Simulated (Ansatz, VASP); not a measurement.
**Two plane-wave programs on Ni3N2**

```
Ni N
1.0
     4.06358    0.00000    0.00000
    -2.03179    3.51916    0.00000
     0.00000    0.00000    4.66703
Ni N
3 2
Direct
  0.33333 0.66667 0.50000
  0.66667 0.33333 0.50000
  0.00000 0.00000 0.00000
  0.00000 0.00000 0.36777
  0.00000 0.00000 0.63223
```

Alike in both runs: functional PBE; k mesh 12 × 12 × 8; occupations gaussian, width 0.1 eV; collinear spin.

Ansatz relaxed the structure, and its values are those at the end. VASP's run is a single point on that final structure, the one shown.

```csv
,VASP,Ansatz
version,VASP 6.6.1,Ansatz 0.2.0
potentials or method,"VASP PAW PBE potentials, release 64 (Ni, N), cutoff 520 eV","scalar-relativistic, plane waves, PAW"
valence electrons in the cell,40,64
```

Ansatz gave:

```
gap on the k mesh at the Fermi level (eV)                     : none
pressure (GPa)                                                : 0.0
rms of the force components (eV/Å)                            : 0.001
net moment per atom (μB)                                      : 0.13
size of the moment on the site where the two differ most (μB) : 0.36
```

Task: What did VASP give for the same quantities?

Result: gap on the k mesh at the Fermi level (eV): none; pressure (GPa): 0.2; rms of the force components (eV/Å): 0.062; net moment per atom (μB): 0.13; size of the moment on the site where the two differ most (μB): 0.34.

Site moments also hang on the region over which each program counts them. A gap of «none» marks a metal or a gap that the smearing closes. VASP's potentials hold 40 valence electrons a cell and Ansatz's 64, so a difference there can come from the potentials and not from the codes.

Noted on VASP's run: the standard files for N, O and F lose accuracy on very short bonds.
